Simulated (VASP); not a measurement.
Cu, 1 atom in the cell. Symmetry: Fm-3m, No. 225, cubic system. Conventional cell: a = 3.615 Å, b = 3.615 Å, c = 3.615 Å, α = 90.00°, β = 90.00°, γ = 90.00°. Cu (site symmetry m-3m) has 12 Cu at 2.56 Å within 3.4 Å. 

```yaml
Program: VASP 6.6.1
Task: single point
Functional: r2SCAN
Potentials_or_basis: VASP PAW PBE potentials, release 64 (Cu)
Cutoff: 520 eV
k_mesh: 11 × 11 × 11
Occupations: methfessel-paxton, width 0.1 eV
Spin: no spin polarisation
Dipole_correction: no
Further_INCAR_settings: ALGO = Normal; EDIFF = 1e-06; NBANDS = 12
```

Potentials or basis: VASP PAW PBE potentials, release 64 (Cu).

Run with:

```sh
$ cat potpaw_PBE.64/Cu/POTCAR > POTCAR
$ cp INCAR.step1 INCAR
$ mpirun -np 1 vasp_std > vasp.out
$ cp INCAR.step2 INCAR
$ mpirun -np 1 vasp_std > vasp.out
```

Hardware: 1 thread of AMD EPYC 7R43 64-Core Processor (Zen 3) (shared host).

Q: Estimate the wall time of this run.

A: It took 52 s on 1 thread of AMD EPYC 7R43 64-Core Processor (Zen 3) (shared host), peak memory 0.09 GiB. Counts: k points 56.
